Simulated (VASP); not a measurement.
# KF (R-3m) in VASP: a series of runs, part 3 of 3

VASP 6.6.1.

## (5) Single point, LDA

This run uses another cell than the first one, of the same volume but with other edges.

Input file INCAR:

```
SYSTEM = KF
ALGO = Normal
EDIFF = 1E-6
ENCUT = 520
GGA = CA
ISIF = 2
ISMEAR = 0
LASPH = .True.
LCHARG = .False.
LREAL = .False.
LWAVE = .False.
NBANDS = 15
NELM = 60
PREC = Accurate
SIGMA = 0.05
```

Input file KPOINTS:

```
k-points
0
Gamma
  8 8 8
  0 0 0
```

Input file POSCAR:

```
KF
1.0
    0.0275851486      2.5817655761      2.5817655761
    2.5817655761      0.0275851486      2.5817655761
    2.5817655761      2.5817655761      0.0275851486
K F
1 1
Direct
    0.0000000000      0.0000000000      0.0000000000
    0.5000000000      0.5000000000      0.5000000000
```

Potentials or basis: VASP PAW LDA potentials, release 64 (K_sv, F).

The run is started by

```sh
$ cat potpaw_LDA.64/K_sv/POTCAR potpaw_LDA.64/F/POTCAR > POTCAR
$ mpirun -np 1 vasp_std > vasp.out
```

OUTCAR:

```text
SYSTEM = KF
   EDIFF = 1E-6
   ENCUT = 520
   GGA = CA
   ISIF = 2
   ISMEAR = 0
   LASPH = .True.
   LREAL = .False.
   NELM = 60
   PREC = Accurate

 ion  position               nearest neighbor table
   1  0.000  0.000  0.000-   2 2.57   2 2.57   2 2.57   2 2.57   2 2.57   2 2.57
   2  0.500  0.500  0.500-   1 2.57   1 2.57   1 2.57   1 2.57   1 2.57   1 2.57

  LATTYP: Found a trigonal (rhomboedric) cell.
 ALAT       =     3.6512720962
 COS(alpha) =     0.5106554578

  Lattice vectors:

 A1 = (   0.0275851486,   2.5817655761,   2.5817655761)
 A2 = (   2.5817655761,   0.0275851486,   2.5817655761)
 A3 = (   2.5817655761,   2.5817655761,   0.0275851486)

Analysis of symmetry for initial positions (statically):
=====================================================================
 Subroutine PRICEL returns:
 Original cell was already a primitive cell.

 Routine SETGRP: Setting up the symmetry group for a
 trigonal (rhombohedral) supercell.

 Subroutine GETGRP returns: Found 12 space group operations
 (whereof 12 operations were pure point group operations)
 out of a pool of 12 trial point group operations.

The static configuration has the point symmetry D_3d.

Analysis of symmetry for dynamics (positions and initial velocities):
=====================================================================
 Subroutine PRICEL returns:
 Original cell was already a primitive cell.

 Routine SETGRP: Setting up the symmetry group for a
 trigonal (rhombohedral) supercell.

 Subroutine GETGRP returns: Found 12 space group operations
 (whereof 12 operations were pure point group operations)
 out of a pool of 12 trial point group operations.

The dynamic configuration has the point symmetry D_3d.

 Subroutine INISYM returns: Found 12 space group operations
 (whereof 12 operations are pure point group operations),
 and found     1 'primitive' translations

----------------------------------------------------------------------------------------

                                     Primitive cell

  volume of cell :      33.8660

  direct lattice vectors                    reciprocal lattice vectors
     0.027585149  2.581765576  2.581765576    -0.196797748  0.194717271  0.194717271
     2.581765576  0.027585149  2.581765576     0.194717271 -0.196797748  0.194717271
     2.581765576  2.581765576  0.027585149     0.194717271  0.194717271 -0.196797748

  length of vectors
     3.651272096  3.651272096  3.651272096     0.338465634  0.338465634  0.338465634

  position of ions in fractional coordinates (direct lattice)
     0.000000000  0.000000000  0.000000000
     0.500000000  0.500000000  0.500000000

  ion indices of the primitive-cell ions
   primitive index   ion index
                 1           1
                 2           2

----------------------------------------------------------------------------------------

 KPOINTS: k-points

Automatic generation of k-mesh.
 Grid dimensions read from file:
 generate k-points for:    8    8    8

 Generating k-lattice:

  Cartesian coordinates                     Fractional coordinates (reciprocal lattice)
    -0.024599719  0.024339659  0.024339659     0.125000000  0.000000000 -0.000000000
     0.024339659 -0.024599719  0.024339659     0.000000000  0.125000000 -0.000000000
     0.024339659  0.024339659 -0.024599719     0.000000000  0.000000000  0.125000000

[... 40 lines left out ...]
   total plane-waves  NPLWV =  21952
   dimension x,y,z NGX =    28 NGY =   28 NGZ =   28
   dimension x,y,z NGXF=    56 NGYF=   56 NGZF=   56
   ions per type =               1   1
   NGX,Y,Z   is equivalent  to a cutoff of  12.75, 12.75, 12.75 a.u.
   NGXF,Y,Z  is equivalent  to a cutoff of  25.50, 25.50, 25.50 a.u.
 SYSTEM =  KF
   PREC   = accura    normal or accurate (medium, high low for compatibility)
   ISTART =      0    job   : 0-new  1-cont  2-samecut
   ICHARG =      2    charge: 1-file 2-atom 10-const
   ISPIN  =      1    spin polarized calculation?
   LNONCOLLINEAR =      F non collinear calculations
   LSORBIT =      F    spin-orbit coupling
   LASPH  =      T    aspherical Exc in radial PAW
   ENCUT  =  520.0 eV  38.22 Ry    6.18 a.u.   6.79  6.79  6.79*2*pi/ulx,y,z
   NELM   =     60;   NELMIN=  2; NELMDL= -5     # of ELM steps
   EDIFF  = 0.1E-05   stopping-criterion for ELM
   LREAL  =      F    real-space projection
   EDIFFG = 0.1E-04   stopping-criterion for IOM
   NSW    =      0    number of steps for IOM
   IBRION =     -1    ionic relax: 0-MD 1-quasi-New 2-CG
   NFREE  =      0    steps in history (QN), initial steepest desc. (CG)
   ISIF   =      2    stress and relaxation
   ISYM   =      2    0-nonsym 1-usesym 2-fastsym
   POTIM  = 0.5000    time-step for ionic-motion
   TEBEG  =    0.0;   TEEND  =   0.0 temperature during run
   PSTRESS=    0.0 pullay stress
   NELECT =      16.0000    total number of electrons
   NUPDOWN=      -1.0000    fix difference up-down
   EMIN   =  10.00;   EMAX   =-10.00  energy-range for DOS
   EFERMI =   0.00;   METHOD = LEGACY
   ISMEAR =     0;   SIGMA  =   0.05  broadening in eV -4-tet -1-fermi 0-gaus
   EFERMI_NEDOS =   21; number of points for ismear=-14 and -15
   IALGO  =     38    algorithm
   IMIX   =      4    mixing-type and parameters
     AMIX     =   0.40;   BMIX     =  1.00
     AMIX_MAG =   1.60;   BMIX_MAG =  1.00
  volume/ion in A,a.u.               =      16.93       114.27
  Fermi-wavevector in a.u.,A,eV,Ry     =   1.275049  2.409493 22.119669  1.625750
  Thomas-Fermi vector in A             =   2.407783
   LORBIT       =      0    0 simple, 1 ext, 2 COOP (PROOUT), +10 PAW based schemes
   GGA     = CA    functional components
   LHFCALC =     F    Hartree Fock is set to
   AEXX    =    0.0000 exact exchange contribution
   IVDW    =     0    specifies the selected vdW correction
   LEPSILON=     F    determine dielectric tensor
   LRPA    =     F    only Hartree local field effects (RPA)
 non-spin polarized calculation
 Gauss-broadening in eV      SIGMA  =   0.05
  energy-cutoff  :      520.00
  volume of cell :       33.87
 maximum number of plane-waves:       934
   NGX = 13   NGY = 13   NGZ = 13

 number of electron      15.9999996 magnetization

 Free energy of the ion-electron system (eV)
  ---------------------------------------------------
  ext. energy  EPLUGINS =         0.00000000
  ---------------------------------------------------
  free energy    TOTEN  =        -9.06839044 eV

  energy without entropy =       -9.06839044  energy(sigma->0) =       -9.06839044

 E-fermi :  -2.5819     XC(G=0):  -9.6897

 val. band max:       -2.8675026004   @ k =   0.0000   0.0000   0.0000
 cond. band min:       3.5643178204   @ k =   0.0000   0.0000   0.0000
 fundamental gap:      6.4318204208
 Fermi energy:        -2.5818980317

 k-point     1 :       0.0000    0.0000    0.0000
  band No.  band energies     occupation
      1     -28.2227      2.00000
      2     -21.1501      2.00000
      3     -11.5889      2.00000
      4     -11.5722      2.00000
      5     -11.5722      2.00000
      6      -2.8820      2.00000
      7      -2.8675      2.00000
      8      -2.8675      2.00000
      9       3.5643      0.00000
     10       7.8178      0.00000
     11       8.0030      0.00000
     12       8.0030      0.00000
     13       9.8527      0.00000
     14       9.8527      0.00000
[... 401 lines left out ...]
      2     -21.2720      2.00000
      3     -11.8327      2.00000
      4     -11.7185      2.00000
      5     -11.5825      2.00000
      6      -3.5870      2.00000
      7      -3.2547      2.00000
      8      -3.0324      2.00000
      9       5.8514      0.00000
     10       7.1022      0.00000
     11       9.1689      0.00000
     12       9.2207      0.00000
     13      10.8759      0.00000
     14      11.1875      0.00000
     15      16.3894      0.00000

 [... further k-points ...]

------------------------ aborting loop because EDIFF is reached ----------------------------------------

  FORCE on cell =-STRESS in cart. coord.  units (eV):
  Direction    XX          YY          ZZ          XY          YZ          ZX
  --------------------------------------------------------------------------------------
  -------------------------------------------------------------------------------------
  Total        0.2038360      0.2038360      0.2038360     -0.0301159     -0.0301159     -0.0301159
  in kB        9.6433410      9.6433410      9.6433410     -1.4247647     -1.4247647     -1.4247647
  external PRESSURE =       9.6433410 kB  Pullay stress =       0.0000000 kB

 VOLUME and BASIS-vectors are now :
 -----------------------------------------------------------------------------
  energy-cutoff  :      520.00
  volume of cell :       33.87
      direct lattice vectors                 reciprocal lattice vectors
     0.027585149  2.581765576  2.581765576    -0.196797748  0.194717271  0.194717271
     2.581765576  0.027585149  2.581765576     0.194717271 -0.196797748  0.194717271
     2.581765576  2.581765576  0.027585149     0.194717271  0.194717271 -0.196797748

 POSITION                                       TOTAL-FORCE (eV/Angst)
 -----------------------------------------------------------------------------------
      0.00000      0.00000      0.00000         0.000000      0.000000     -0.000000
      2.59556      2.59556      2.59556        -0.000000     -0.000000      0.000000
 -----------------------------------------------------------------------------------
    total drift:                                0.000000      0.000000      0.000000

  FREE ENERGIE OF THE ION-ELECTRON SYSTEM (eV)
  ---------------------------------------------------
  free  energy   TOTEN  =        -9.0683904386 eV

  energy  without entropy=       -9.0683904386  energy(sigma->0) =       -9.06839044
```

OSZICAR:

```text
N       E                     dE             d eps       ncg     rms          rms(c)
DAV:   1     0.119481940587E+03    0.11948E+03   -0.83047E+03  1950   0.106E+03
DAV:   2    -0.532072316078E+01   -0.12480E+03   -0.11157E+03  2496   0.296E+02
DAV:   3    -0.101278470116E+02   -0.48071E+01   -0.47804E+01  2555   0.529E+01
DAV:   4    -0.102447539312E+02   -0.11691E+00   -0.11688E+00  2523   0.822E+00
DAV:   5    -0.102472253667E+02   -0.24714E-02   -0.24714E-02  2705   0.946E-01    0.640E+00
DAV:   6    -0.913969328317E+01    0.11075E+01   -0.30255E+00  2052   0.159E+01    0.492E+00
DAV:   7    -0.909370236264E+01    0.45991E-01   -0.74421E-02  2517   0.221E+00    0.292E+00
DAV:   8    -0.906836166684E+01    0.25341E-01   -0.44740E-02  2433   0.209E+00    0.215E-01
DAV:   9    -0.906830761353E+01    0.54053E-04   -0.30741E-03  2279   0.473E-01    0.972E-02
DAV:  10    -0.906839295396E+01   -0.85340E-04   -0.27646E-04  2559   0.185E-01    0.444E-02
DAV:  11    -0.906838692458E+01    0.60294E-05   -0.34748E-05  2688   0.710E-02    0.138E-02
DAV:  12    -0.906839033312E+01   -0.34085E-05   -0.29757E-06  2125   0.181E-02    0.173E-03
DAV:  13    -0.906839043856E+01   -0.10544E-06   -0.32506E-07  1619   0.532E-03
   1 F= -.90683904E+01 E0= -.90683904E+01  d E =-.825354E-18
```

Wall time 20 s (1 thread of AMD EPYC 9R14 (Zen 4), shared host); peak memory 0.13 GiB.

Results:

| Item | Value |
| --- | --- |
| Free energy | -9.0684 eV |
| Pressure | 1.0 GPa |
| Band gap on the k mesh | 6.43 eV, direct |

Stress tensor (GPa, compression positive):
```
 0.96 -0.14 -0.14
-0.14  0.96 -0.14
-0.14 -0.14  0.96
```

A k mesh can miss the band edges. LDA gaps usually lie below the measured ones, often by a third to a half.

## (6) Single point, LDA

This run uses another cell than the first one, of the same volume but with other edges.

Input file INCAR:

```
PREC = Accurate ; ENCUT = 520
EDIFF = 1E-6 ; ISMEAR = 0
SIGMA = 0.05 ; LREAL = F
LASPH = T ; NELM = 80
ALGO = Normal ; ISIF = 2
LWAVE = F ; LCHARG = F
GGA = CA ; NBANDS = 15
```

Input file KPOINTS:

```
Automatic mesh
0
Gamma
  8 8 8
```

Input file POSCAR:

```
KF
1.0
    0.0552154060      2.5958015737      2.5958015737
    2.5958015737      0.0552154060      2.5958015737
    2.5958015737      2.5958015737      0.0552154060
K F
1 1
Direct
    0.0000000000      0.0000000000      0.0000000000
    0.5000000000      0.5000000000      0.5000000000
```

Potentials or basis: VASP PAW LDA potentials, release 64 (K_sv, F).

The run is started by

```sh
$ cat potpaw_LDA.64/K_sv/POTCAR potpaw_LDA.64/F/POTCAR > POTCAR
$ mpirun -np 1 vasp_std > vasp.out
```

Wall time 19 s (1 thread of AMD EPYC 9R14 (Zen 4), shared host); peak memory 0.13 GiB.

The run converged. Its results:

```yaml
Free_energy: -9.0669 eV
Pressure: 0.9 GPa
Band_gap_on_the_k_mesh: 6.42 eV, direct
```

Stress tensor (GPa, compression positive):
```
 0.94 -0.30 -0.30
-0.30  0.94 -0.30
-0.30 -0.30  0.94
```

Levels at points of the mesh, in eV from the valence-band top:
```csv
k point,band 6,band 7,band 8,band 9,band 10,band 11
"(0.00, 0.00, 0.00)",-0.03,0.00,0.00,6.42,10.56,10.92
"(0.50, 0.00, 0.00)",-1.01,-0.54,-0.48,9.27,11.14,12.37
"(0.50, 0.50, 0.00)",-0.14,-0.04,-0.02,7.94,10.78,12.35
"(0.50, 0.50, 0.50)",-1.00,-0.45,-0.45,9.17,11.01,12.47
```

A k mesh can miss the band edges. A hybrid or GW would open this gap; LDA tends to underestimate it.

## (7) Summary

| cell | gap on the mesh (eV) | pressure (GPa) |
| --- | --- | --- |
| a = 3.576 Å, angles 62.1°, 2 atoms | 6.40 | 0.9 |
| a = 3.692 Å, angles 57.9°, 2 atoms | 6.41 | 0.9 |
| a = 3.612 Å, angles 60.7°, 2 atoms | 6.43 | 1.0 |
| a = 3.651 Å, angles 59.3°, 2 atoms | 6.43 | 1.0 |
| a = 3.671 Å, angles 58.6°, 2 atoms | 6.42 | 0.9 |

Alike in all rows: task single point; level LDA; potentials or basis VASP PAW LDA potentials, release 64 (K_sv, F); no spin polarisation; k mesh 8 × 8 × 8; cutoff (eV) 520; smearing gaussian 0.05 eV.

Total energies depend on the potentials used, so only differences within one code and one set of settings carry meaning.
